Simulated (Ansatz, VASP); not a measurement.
Hg3PdBr3Cl2 in VASP and in Ansatz

```
Hg Pd Br Cl
1.0
     5.41557    0.00000    0.00000
     0.00000    5.41557    0.00000
     0.00000    0.00000   10.42216
Hg Pd Br Cl
3 1 3 2
Direct
  0.00000 0.50000 0.00000
  0.50000 0.00000 0.00000
  0.50000 0.50000 0.50000
  0.00000 0.00000 0.00000
  0.00000 0.00000 0.23783
  0.00000 0.00000 0.76217
  0.00000 0.00000 0.50000
  0.50000 0.50000 0.71987
  0.50000 0.50000 0.28013
```

Alike in both runs: functional PBE; k mesh 6 × 6 × 4; occupations gaussian, width 0.1 eV; no spin polarisation.

Ansatz relaxed the structure, and its values are those at the end. VASP's run is a single point on that final structure, the one shown.

```csv
,VASP,Ansatz
version,VASP 6.6.1,Ansatz 0.2.0
potentials or method,"VASP PAW PBE potentials, release 64 (Hg, Pd, Br, Cl), cutoff 520 eV","scalar-relativistic, plane waves, PAW"
valence electrons in the cell,81,113
```

```csv
,VASP,Ansatz,Ansatz less VASP
gap on the k mesh at the Fermi level (eV),none,none,-
pressure (GPa),0.1,0.0,-0.12
rms of the force components (eV/Å),0.030,0.000,-0.0301
```

A gap of «none» marks a metal or a gap that the smearing closes. VASP's potentials hold 81 valence electrons a cell and Ansatz's 113, so a difference there can come from the potentials and not from the codes.

Spin-orbit coupling is off throughout.
